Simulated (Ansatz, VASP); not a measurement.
One calculation of Si23H4O48, two programs

```
Si O H
1.0
     9.83160    0.00000    0.00000
    -4.91580    8.51441    0.00000
     0.00000    0.00000   10.81820
Si O H
23 48 4
Direct
  0.26684 0.00098 0.16347
  0.00285 0.27037 0.33570
  0.23061 0.23541 0.00010
  0.26535 0.99775 0.66365
  0.99321 0.26636 0.83503
  0.23231 0.22851 0.50175
  0.26828 0.50274 0.16721
  0.99978 0.76761 0.33315
  0.23386 0.73303 0.99665
  0.99892 0.76669 0.83271
  0.23443 0.73561 0.49762
  0.76924 0.00430 0.16724
  0.49845 0.26709 0.33264
  0.72664 0.23202 0.00030
  0.76572 0.00123 0.66690
  0.49457 0.26577 0.83203
  0.73277 0.23381 0.49924
  0.76517 0.50083 0.16730
  0.50119 0.77037 0.33205
  0.73508 0.73690 0.00121
  0.76319 0.49956 0.66634
  0.50465 0.76921 0.83163
  0.73275 0.73549 0.49969
  0.06877 0.20662 0.44624
  0.29612 0.36583 0.10991
  0.14021 0.43474 0.27866
  0.20246 0.06990 0.05539
  0.36238 0.29444 0.39136
  0.43070 0.13842 0.22135
  0.06543 0.20987 0.94571
  0.30388 0.35177 0.61665
  0.13567 0.42902 0.77808
  0.19971 0.05743 0.54993
  0.35846 0.29582 0.88797
  0.42848 0.13645 0.72173
  0.06790 0.70632 0.44383
  0.29912 0.86841 0.10315
  0.13683 0.93004 0.27352
  0.20408 0.56985 0.05801
  0.36398 0.79940 0.38658
  0.43429 0.64068 0.22152
  0.06775 0.70498 0.94236
  0.29936 0.86433 0.60902
  0.13503 0.93004 0.77389
  0.20585 0.56995 0.55544
  0.35939 0.78706 0.88338
  0.45745 0.64843 0.71430
  0.56833 0.20467 0.44119
  0.79072 0.36288 0.10970
  0.63447 0.43318 0.27686
  0.70322 0.06912 0.05732
  0.86583 0.29920 0.39139
  0.93374 0.14158 0.22412
  0.56175 0.20462 0.94369
  0.79140 0.36227 0.61097
  0.63035 0.43231 0.77517
  0.70537 0.06909 0.55548
  0.85400 0.29271 0.88822
  0.93076 0.13663 0.72449
  0.56846 0.70787 0.44230
  0.79902 0.86851 0.11014
  0.63944 0.93563 0.27729
  0.70548 0.57144 0.05743
  0.86379 0.79712 0.38999
  0.93059 0.63562 0.22438
  0.56975 0.70901 0.94538
  0.79447 0.86456 0.61073
  0.63681 0.93933 0.77827
  0.70413 0.56993 0.55610
  0.86338 0.79661 0.88968
  0.92852 0.63351 0.72462
  0.45230 0.54777 0.72534
  0.22975 0.35611 0.67555
  0.30280 0.58497 0.59564
  0.10957 0.49739 0.68207
```

Alike in both runs: task single point; functional PBE; k mesh 1 × 1 × 1; occupations gaussian, width 0.02 eV; no spin polarisation.

|  | VASP | Ansatz |
| --- | --- | --- |
| version | VASP 6.6.1 | Ansatz 0.2.0 |
| potentials or method | VASP PAW PBE potentials, release 64 (Si, O, H) | scalar-relativistic, plane waves, PAW |
| plane-wave cutoff (eV) | 520 | 420 |
| valence electrons in the cell | 384 | 384 |

|  | VASP | Ansatz | Ansatz less VASP |
| --- | --- | --- | --- |
| gap on the k mesh at the Fermi level (eV) | 5.46 | 5.46 | +0.001 |
| least direct gap on the mesh (eV) | 5.46 | 5.46 | +0.001 |
